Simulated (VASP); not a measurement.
Wanted: the native input for a VASP 6.6.1 run.

```yaml
Task: single point
Functional: LDA
Potentials_or_basis: VASP PAW LDA potentials, release 64 (Cs_sv)
Cutoff: 520 eV
k_mesh: 8 × 8 × 8
Occupations: fermi-dirac, width 0.2 eV
Spin: no spin polarisation
Dipole_correction: no
Further_INCAR_settings: ALGO = Normal; EDIFF = 1e-06; NBANDS = 10
```

The structure of Cs lies in POSCAR:

```
Cs
1.0
   -2.8840810378      2.8840810378      2.8840810378
    2.8840810378     -2.8840810378      2.8840810378
    2.8840810378      2.8840810378     -2.8840810378
Cs
1
Direct
    0.0000000000      0.0000000000      0.0000000000
```

One way to write it, as run:

INCAR

```
SYSTEM = Cs
PREC = Accurate ; ENCUT = 520
EDIFF = 1E-6 ; ISMEAR = -1
SIGMA = 0.2 ; LREAL = .False.
LASPH = .True. ; NELM = 60
ALGO = Normal ; ISIF = 2
LWAVE = .False. ; LCHARG = .False.
GGA = CA ; NBANDS = 10
```

KPOINTS

```
regular mesh
0
Gamma
  8 8 8
  0 0 0
```

Potentials or basis: VASP PAW LDA potentials, release 64 (Cs_sv).

Launch:

```console
$ cat potpaw_LDA.64/Cs_sv/POTCAR > POTCAR
$ mpirun -np 1 vasp_std > vasp.out
```

It gave:

```yaml
Pressure: 0.0 GPa
```

It took 19 s on 1 thread of Intel Xeon 6975P-C, with other jobs on the host, peak memory 0.19 GiB.
